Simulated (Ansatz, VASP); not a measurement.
**ScAl3 in VASP and in Ansatz**

```xyz
4
Lattice="4.0878 0.0000 0.0000 0.0000 4.0878 0.0000 0.0000 0.0000 4.0878" Properties=species:S:1:pos:R:3 pbc="T T T"
Sc    0.0000    0.0000    0.0000
Al    2.0439    2.0439    0.0000
Al    0.0000    2.0439    2.0439
Al    2.0439    0.0000    2.0439
```

Alike in both runs: task relaxation of cell and atoms; functional RPBE; dispersion D4; k mesh 7 × 7 × 7; occupations fermi-dirac, width 0.05 eV; no spin polarisation.

```csv
,VASP,Ansatz
version,VASP 6.6.1,Ansatz 0.2.0
potentials or method,"VASP PAW PBE potentials, release 64 (Sc_sv, Al)",Ansatz PAW
plane-wave cutoff (eV),600,420
valence electrons in the cell,20,20
```

Ansatz gave:

* gap on the k mesh at the Fermi level, each at its own relaxed structure (eV): none
* relaxed volume (Å³/atom): 16.59
* relaxed cell length with the largest relative difference (Å): 4.049

Problem. Which values does VASP return?

Solution. gap on the k mesh at the Fermi level, each at its own relaxed structure (eV): none; relaxed volume (Å³/atom): 16.58; relaxed cell length with the largest relative difference (Å): 4.048.

VASP's potentials were made for PBE, not for RPBE. A gap of «none» marks a metal or a gap that the smearing closes.

Noted on Ansatz's run: the plane-wave basis is chosen anew once the cell has moved, so the energies of steps on either side of that aren't comparable.
